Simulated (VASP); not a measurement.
**WSe2: electric field gradients with PBEsol**

**Experimental background.**

From “Time-resolved XUV ARPES with tunable 24–33 eV laser pulses at 30 meV resolution”, 2019, pmc:6684652, for a bulk crystal of WSe2: band gap 1.3 eV (indirect).

The system is WSe2.

```
W Se
1.0
     3.29000    0.00000    0.00000
    -1.64500    2.84922    0.00000
     0.00000    0.00000   12.97000
W Se
2 4
Direct
  0.33333 0.66667 0.25000
  0.66667 0.33333 0.75000
  0.33333 0.66667 0.62100
  0.66667 0.33333 0.12100
  0.33333 0.66667 0.87900
  0.66667 0.33333 0.37900
```

```
Program                : VASP 6.6.1
Task                   : electric field gradients
Functional             : PBEsol
Potentials or basis    : VASP PAW PBE potentials, release 64 (W_sv, Se)
Cutoff                 : 520 eV
k mesh                 : 11 × 11 × 3
Occupations            : fermi-dirac, width 0.08 eV
Spin                   : no spin polarisation
Dipole correction      : no
Further INCAR settings : ALGO = Normal; EDIFF = 1e-08; NBANDS = 35
```

```
Pressure                                : -0.8 GPa
Largest force                           : 0.071 eV/Å
Band gap on the k mesh                  : 0.91 eV (least direct gap 1.73 eV)
Largest electric field gradient by atom : W -152.3; Se -74.8 V/Å²
```

Forces in eV/Å, atoms in the order of the input:
```
W    0.000  0.000  0.000
W    0.000  0.000  0.000
Se   0.000  0.000  0.071
Se   0.000  0.000  0.071
Se   0.000  0.000 -0.071
Se   0.000  0.000 -0.071
```

Stress tensor (GPa, compression positive):
```
-1.24  0.00  0.00
 0.00 -1.24  0.00
 0.00  0.00 -0.02
```

Levels at points of the mesh, in eV from the valence-band top:
```
           k point  band 23  band 24  band 25  band 26  band 27  band 28  band 29  band 30
(0.00, 0.00, 0.00)    -1.50    -1.13    -1.05     0.00     2.64     2.64     2.69     2.69
```

Electric field gradients, principal values (V/Å²):
```
atom   least  middle  greatest (by size)
 1 W  76.153  76.154            -152.307
 2 W  76.153  76.154            -152.307
3 Se  37.412  37.413             -74.825
4 Se  37.412  37.413             -74.825
5 Se  37.412  37.413             -74.825
6 Se  37.412  37.413             -74.825
```

Wall time 2.3 min on 1 thread of AMD EPYC 7R43 64-Core Processor (Zen 3), with other jobs on the host, peak memory 0.24 GiB.

Measured gap of WSe2: 1.3 eV (indirect; “Time-resolved XUV ARPES with tunable 24–33 eV laser pulses at 30 meV resolution”, 2019, pmc:6684652). This calculation gives 0.91 eV (-0.39 eV). Spin-orbit coupling on Se, W is left out. The value is that of PBEsol on a finite k mesh, which can miss the band edges, without temperature or zero-point motion. Semilocal functionals fall short of measured gaps as a rule.

Caveat: without QUAD_EFG the Cq values of the log hold for a quadrupole moment of 1 mb, not for the nuclei; the PAW data sets were made with another functional, which shifts forces and pressure a little; spin-orbit coupling is left out, which moves the levels of the heavy elements; this functional lacks dispersion, which binds layers or chains, so the pressure and a relaxed spacing across them are unreliable.
